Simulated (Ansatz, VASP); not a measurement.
Two plane-wave programs on TiO2

```
Ti O
1.0
     2.72778   -2.72786   -0.02035
     2.72778    2.72786   -0.02035
    -2.69078    0.00000    4.96174
Ti O
2 4
Direct
  0.12501 0.87499 0.25000
  0.87499 0.12501 0.75000
  0.31795 0.06798 0.63591
  0.68205 0.93202 0.36409
  0.93202 0.68205 0.86409
  0.06798 0.31795 0.13591
```

Alike in both runs: task single point; functional PBE; k mesh 6 × 6 × 6; occupations gaussian, width 0.05 eV; no spin polarisation; Hubbard terms Ti d U = 4.0 eV.

```csv
,VASP,Ansatz
version,VASP 6.6.1,Ansatz 0.2.0
potentials or method,"VASP PAW PBE potentials, release 64 (Ti_sv, O), cutoff 520 eV","scalar-relativistic, plane waves, PAW"
valence electrons in the cell,48,48
```

|  | VASP | Ansatz | Ansatz less VASP |
| --- | --- | --- | --- |
| gap on the k mesh at the Fermi level (eV) | 2.72 | 2.74 | +0.021 |
| least direct gap on the mesh (eV) | 2.93 | 2.94 | +0.001 |
| pressure (GPa) | 6.2 | 2.2 | -3.97 |
| traceless stress, the component that is largest in VASP (GPa) | 13.48 | 12.48 | -1.001 |
| rms of the force components (eV/Å) | 1.069 | 0.953 | -0.1161 |

The programs project onto different local orbitals, so the same U acts differently, and such runs can settle in different states. Atom by atom the forces differ by 0.116 eV/Å (rms over components).
